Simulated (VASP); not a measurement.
# Si (a cell with a defect) in VASP: a series of runs, part 2 of 2

VASP 6.6.1.

**3. Relaxation of the atoms, PBE (atoms taken out)**

INCAR

```
SYSTEM = Si
PREC     = Accurate       ! precision mode
ENCUT    = 450            ! plane-wave cutoff, eV
EDIFF    = 1E-7           ! SCF threshold, eV
ISMEAR   = 0              ! smearing method
SIGMA    = 0.02           ! smearing width, eV
LREAL    = Auto         
LASPH    = .TRUE.         ! aspherical terms in the spheres
NELM     = 120            ! most SCF steps
ALGO     = Normal         ! electronic algorithm
ISIF     = 2              ! what is computed and relaxed
LWAVE    = .FALSE.        ! write WAVECAR
LCHARG   = .FALSE.        ! write CHGCAR
GGA      = PE             ! functional
IBRION   = 2              ! ionic algorithm
NSW      = 80             ! ionic steps
EDIFFG   = -0.02          ! ionic threshold
NELECT   = 126.0        
GGA_COMPAT= .FALSE.      
NELMIN   = 4
```

KPOINTS

```
Automatic mesh
0
Gamma
  2 2 2
  0.5 0.5 0.5
```

POSCAR

```
Si
1.0
   -5.4696766519     -5.4696766519      5.4696766519
    5.4696766519      5.4696766519      5.4696766519
   -5.4696766519      5.4696766519     -5.4696766519
Si
31
Direct
    0.0000000000      0.7500000000      0.0000000000
    0.2500000000      0.7500000000      0.7500000000
    0.0000000000      0.0000000000      0.7500000000
    0.5000000000      0.7500000000      0.5000000000
    0.2500000000      0.0000000000      0.5000000000
    0.0000000000      0.2500000000      0.5000000000
    0.7500000000      0.7500000000      0.2500000000
    0.5000000000      0.0000000000      0.2500000000
    0.2500000000      0.2500000000      0.2500000000
    0.0000000000      0.5000000000      0.2500000000
    0.7500000000      0.0000000000      0.0000000000
    0.5000000000      0.2500000000      0.0000000000
    0.2500000000      0.5000000000      0.0000000000
    0.7500000000      0.2500000000      0.7500000000
    0.5000000000      0.5000000000      0.7500000000
    0.7500000000      0.5000000000      0.5000000000
    0.2500000000      0.5000000000      0.7500000000
    0.0000000000      0.7500000000      0.7500000000
    0.5000000000      0.5000000000      0.5000000000
    0.2500000000      0.7500000000      0.5000000000
    0.0000000000      0.0000000000      0.5000000000
    0.7500000000      0.5000000000      0.2500000000
    0.5000000000      0.7500000000      0.2500000000
    0.2500000000      0.0000000000      0.2500000000
    0.0000000000      0.2500000000      0.2500000000
    0.7500000000      0.7500000000      0.0000000000
    0.5000000000      0.0000000000      0.0000000000
    0.2500000000      0.2500000000      0.0000000000
    0.7500000000      0.0000000000      0.7500000000
    0.5000000000      0.2500000000      0.7500000000
    0.7500000000      0.2500000000      0.5000000000
```

Potentials or basis: VASP PAW PBE potentials, release 64 (Si).

The run is started by

```sh
$ cat potpaw_PBE.64/Si/POTCAR > POTCAR
$ mpirun -np 1 vasp_std > vasp.out
```

It took 23 min on 1 thread of Intel Xeon Platinum 8488C (Sapphire Rapids), shared host; peak memory 0.74 GiB.

It converged, with:

```yaml
Free_energy: -153.0712 eV
Energy_gained_by_relaxing: 12.4 meV/atom
Ionic_steps: 12
Largest_force_after_relaxing: 0.014 eV/Å
```

Forces in eV/Å, atoms in the order of the input:
```
Si  -0.008 -0.008 -0.008
Si   0.003 -0.003  0.008
Si  -0.003 -0.008 -0.003
Si  -0.008  0.003  0.003
Si  -0.003  0.008  0.003
Si   0.003 -0.008  0.003
Si   0.003  0.008 -0.003
Si  -0.003  0.003  0.008
Si  -0.008 -0.003 -0.003
Si   0.008 -0.008  0.008
Si  -0.003 -0.003 -0.008
Si   0.003  0.003 -0.008
Si   0.008  0.008 -0.008
Si  -0.008  0.008  0.008
Si   0.008  0.003 -0.003
Si   0.008 -0.003  0.003
Si  -0.002 -0.007  0.007
Si   0.007  0.002  0.007
Si   0.000  0.000  0.000
Si  -0.007  0.007 -0.002
Si   0.000  0.000  0.000
Si  -0.002  0.007 -0.007
Si  -0.007 -0.002  0.007
Si   0.002  0.007  0.007
Si  -0.007  0.002 -0.007
Si   0.007  0.007  0.002
Si   0.000  0.000  0.000
Si  -0.007 -0.007  0.002
Si   0.002 -0.007 -0.007
Si   0.007 -0.002 -0.007
Si   0.007 -0.007 -0.002
```

The path:
```tsv
step	energy change (eV)	largest force (eV/Å)	pressure (GPa)
1	0.0000	0.5386	4.03
2	-0.0934	0.4912	3.90
3	-0.1285	0.4382	3.78
4	-0.2003	0.3754	3.59
5	-0.3286	0.2136	3.03
6	-0.3445	0.2614	2.74
7	-0.3772	0.0585	2.58
8	-0.3775	0.0527	2.56
9	-0.3810	0.0405	2.55
10	-0.3850	0.0395	2.53
11	-0.3856	0.0289	2.52
12	-0.3859	0.0145	2.52
```

Final structure:
```yaml
crystal:
  lattice:
    - [-5.46968, -5.46968, 5.46968]
    - [5.46968, 5.46968, 5.46968]
    - [-5.46968, 5.46968, -5.46968]
  atoms:
    - { symbol: Si, position: [0.00000, 0.72224, 0.00000] }
    - { symbol: Si, position: [0.24819, 0.74819, 0.74806] }
    - { symbol: Si, position: [0.00000, 0.99987, 0.75181] }
    - { symbol: Si, position: [0.50013, 0.75194, 0.50013] }
    - { symbol: Si, position: [0.25194, 0.00013, 0.50013] }
    - { symbol: Si, position: [0.00000, 0.25181, 0.49987] }
    - { symbol: Si, position: [0.74806, 0.74819, 0.24819] }
    - { symbol: Si, position: [0.50013, 0.00013, 0.25194] }
    - { symbol: Si, position: [0.24819, 0.24806, 0.24819] }
    - { symbol: Si, position: [0.00000, 0.50000, 0.22224] }
    - { symbol: Si, position: [0.75181, 0.99987, 0.00000] }
    - { symbol: Si, position: [0.49987, 0.25181, 0.00000] }
    - { symbol: Si, position: [0.22224, 0.50000, 0.00000] }
    - { symbol: Si, position: [0.77776, 0.27776, 0.77776] }
    - { symbol: Si, position: [0.49987, 0.50000, 0.75181] }
    - { symbol: Si, position: [0.75181, 0.50000, 0.49987] }
    - { symbol: Si, position: [0.24915, 0.50000, 0.75705] }
    - { symbol: Si, position: [0.00000, 0.74915, 0.75705] }
    - { symbol: Si, position: [0.50000, 0.50000, 0.50000] }
    - { symbol: Si, position: [0.24295, 0.74295, 0.49210] }
    - { symbol: Si, position: [0.00000, 0.00000, 0.50000] }
    - { symbol: Si, position: [0.75705, 0.50000, 0.24915] }
    - { symbol: Si, position: [0.49210, 0.74295, 0.24295] }
    - { symbol: Si, position: [0.24295, 0.99210, 0.24295] }
    - { symbol: Si, position: [0.00000, 0.25705, 0.24915] }
    - { symbol: Si, position: [0.75705, 0.74915, 0.00000] }
    - { symbol: Si, position: [0.50000, 0.00000, 0.00000] }
    - { symbol: Si, position: [0.24915, 0.25705, 0.00000] }
    - { symbol: Si, position: [0.75085, 0.00790, 0.75085] }
    - { symbol: Si, position: [0.50790, 0.25085, 0.75085] }
    - { symbol: Si, position: [0.75085, 0.25085, 0.50790] }
```

Levels at points of the mesh, in eV from the Fermi level:
```
           k point  band 59  band 60  band 61  band 62  band 63  band 64  band 65  band 66
(0.25, 0.25, 0.25)    -0.97    -0.94    -0.94     0.17     0.17     0.17     1.24     1.24
```

Caveat: the k points lie up to 0.41 Å⁻¹ apart; the cell carries a net charge on a neutralising background, which shifts energy and pressure; the cell differs from its parent crystal (atoms taken out); the cell is charged against a uniform background, so pressure and absolute levels hang on convention.

**4. Single point, PBE (atoms taken out, then relaxed in part)**

INCAR

```
PREC = Accurate
ENCUT = 520
EDIFF = 1E-6
ISMEAR = 0
SIGMA = 0.02
LREAL = Auto
LASPH = T
NELM = 100
ALGO = Normal
ISIF = 2
LWAVE = F
LCHARG = T
GGA = PE
LELF = T
LVHAR = T
NELECT = 126.0
NBANDS = 83
```

KPOINTS is that of step 3.

POSCAR

```
Si
1.0
   -5.4696766519     -5.4696766519      5.4696766519
    5.4696766519      5.4696766519      5.4696766519
   -5.4696766519      5.4696766519     -5.4696766519
Si
31
Direct
    0.0000000000      0.5285873587      0.0000000000
    0.2428778347      0.7500000000      0.7508774143
    0.0000000000     -0.0071221653      0.7508774143
    0.5000000000      0.7500000000      0.5000000000
    0.2491225857     -0.0008774143      0.4920004204
    0.0000000000      0.2500000000      0.5000000000
    0.7508774143      0.7500000000      0.2428778347
    0.4920004204     -0.0008774143      0.2491225857
    0.2491225857      0.2420004204      0.2491225857
    0.0000000000      0.5008774143      0.2428778347
    0.7508774143     -0.0071221653      0.0000000000
    0.5000000000      0.2500000000      0.0000000000
    0.2428778347      0.5008774143      0.0000000000
    0.7571221653      0.2579995796      0.7571221653
    0.5079995796      0.5071221653      0.7571221653
    0.7571221653      0.5071221653      0.5079995796
    0.2520542703      0.5018340890      0.7518340890
    0.0000000000      0.7500000000      0.7785873587
    0.4997798187      0.4979457297      0.4997798187
    0.2481659110      0.7500000000      0.5002201813
    0.0000000000     -0.0018340890      0.5002201813
    0.7518340890      0.5018340890      0.2520542703
    0.5002201813      0.7500000000      0.2481659110
    0.2214126413     -0.0285873587      0.2214126413
    0.0000000000      0.2502201813      0.2481659110
    0.7785873587      0.7500000000      0.0000000000
    0.5002201813     -0.0018340890      0.0000000000
    0.2481659110      0.2502201813      0.0000000000
    0.7518340890      0.0020542703      0.7518340890
    0.4997798187      0.2497798187      0.7479457297
    0.7479457297      0.2497798187      0.4997798187
```

The run is started by

```sh
$ cat potpaw_PBE.64/Si/POTCAR > POTCAR
$ mpirun -np 1 vasp_std > vasp.out
```

It took 2.9 min on 1 thread of Intel Xeon Platinum 8488C (Sapphire Rapids), shared host; peak memory 0.65 GiB.

Results (log left out):

* Free energy: -153.0660 eV
* Largest force: 0.008 eV/Å

Forces in eV/Å, atoms in the order of the input:
```
Si  -0.004 -0.004 -0.004
Si  -0.005 -0.001  0.001
Si   0.001  0.005  0.001
Si   0.000  0.000  0.000
Si  -0.001  0.001 -0.005
Si   0.000  0.000  0.000
Si  -0.005  0.001 -0.001
Si  -0.001 -0.005  0.001
Si   0.005  0.001  0.001
Si  -0.001  0.005 -0.001
Si   0.001  0.001  0.005
Si   0.000  0.000  0.000
Si  -0.001 -0.001  0.005
Si   0.005 -0.001 -0.001
Si   0.001 -0.005 -0.001
Si   0.001 -0.001 -0.005
Si   0.002  0.000 -0.002
Si   0.004 -0.004  0.004
Si   0.000  0.002  0.002
Si   0.000 -0.002  0.002
Si   0.002  0.000  0.002
Si   0.002 -0.002  0.000
Si   0.000  0.002 -0.002
Si  -0.004  0.004  0.004
Si  -0.002  0.000 -0.002
Si   0.004  0.004 -0.004
Si   0.002  0.002  0.000
Si  -0.002 -0.002  0.000
Si   0.000 -0.002 -0.002
Si  -0.002  0.002  0.000
Si  -0.002  0.000  0.002
```

Levels at points of the mesh, in eV from the Fermi level:
```csv
k point,band 60,band 61,band 62,band 63,band 64,band 65
"(0.25, 0.25, 0.25)",-0.92,-0.92,0.18,0.18,0.18,1.24
```

Caveat: the k points lie up to 0.41 Å⁻¹ apart; the cell carries a net charge on a neutralising background, which shifts energy and pressure; the cell differs from its parent crystal (atoms taken out, then relaxed in part); the cell is charged against a uniform background, so pressure and absolute levels hang on convention.
